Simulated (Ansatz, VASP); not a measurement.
## One calculation of KHfO2, two programs

INCAR

```
SYSTEM = KHfO2
PREC = Accurate ; ENCUT = 520
EDIFF = 1E-7 ; ISMEAR = 0
SIGMA = 0.1 ; LREAL = .FALSE.
LASPH = .TRUE. ; NELM = 100
ALGO = Normal ; ISIF = 2
LWAVE = .FALSE. ; LCHARG = .FALSE.
GGA = PE ; NBANDS = 24
```

Contents of KPOINTS:

```
regular mesh
0
G
  6 6 4
  0 0 0
```

File POSCAR:

```
KHfO2
1.0
    4.1958853800      0.0000000000      0.0000000000
   -2.0979426900      3.6337433300      0.0000000000
    0.0000000000      0.0000000000      5.5766422700
K Hf O
1 1 2
Direct
    0.0000000000      0.0000000000      0.5000000000
    0.0000000000      0.0000000000      0.0000000000
    0.6666666700      0.3333333300      0.5000000000
    0.3333333300      0.6666666700      0.0000000000
```

Input for Ansatz:

```yaml
crystal:
  lattice:
    - [4.19588538, 0.0, 0.0]
    - [-2.09794269, 3.63374333, 0.0]
    - [0.0, 0.0, 5.57664227]
  atoms:
    - { symbol: K, position: [0.0, 0.0, 0.5] }
    - { symbol: Hf, position: [0.0, 0.0, 0.0] }
    - { symbol: O, position: [0.66666667, 0.33333333, 0.5] }
    - { symbol: O, position: [0.33333333, 0.66666667, 0.0] }
basis:
  ecutwfc: 420
kpoints:
  mp_grid: { grid: [6, 6, 4] }
hamiltonian:
  xc: pbe
scf:
  occupations: { method: gaussian, width: 0.1 }
  lower_state_search: "off"
output:
  forces: true
  stress: true
  eigenvalues: true
```

Alike in both runs: task single point; functional PBE; k mesh 6 × 6 × 4; occupations gaussian, width 0.1 eV; no spin polarisation.

|  | VASP | Ansatz |
| --- | --- | --- |
| version | VASP 6.6.1 | Ansatz 0.2.0 |
| potentials or method | VASP PAW PBE potentials, release 64 (K_sv, Hf_pv, O), cutoff 520 eV | scalar-relativistic, plane waves, PAW |
| valence electrons in the cell | 31 | 47 |

```csv
,VASP,Ansatz,Ansatz less VASP
gap on the k mesh at the Fermi level (eV),none,none,-
pressure (GPa),-10.8,-10.7,+0.14
"traceless stress, the component that is largest in VASP (GPa)",18.80,18.83,+0.032
```

A gap of «none» marks a metal or a gap that the smearing closes. With one functional, cell and mesh, what is left measures potentials, basis and numerics. VASP's potentials hold 31 valence electrons a cell and Ansatz's 47, so a difference there can come from the potentials and not from the codes.

Spin-orbit coupling is off throughout.
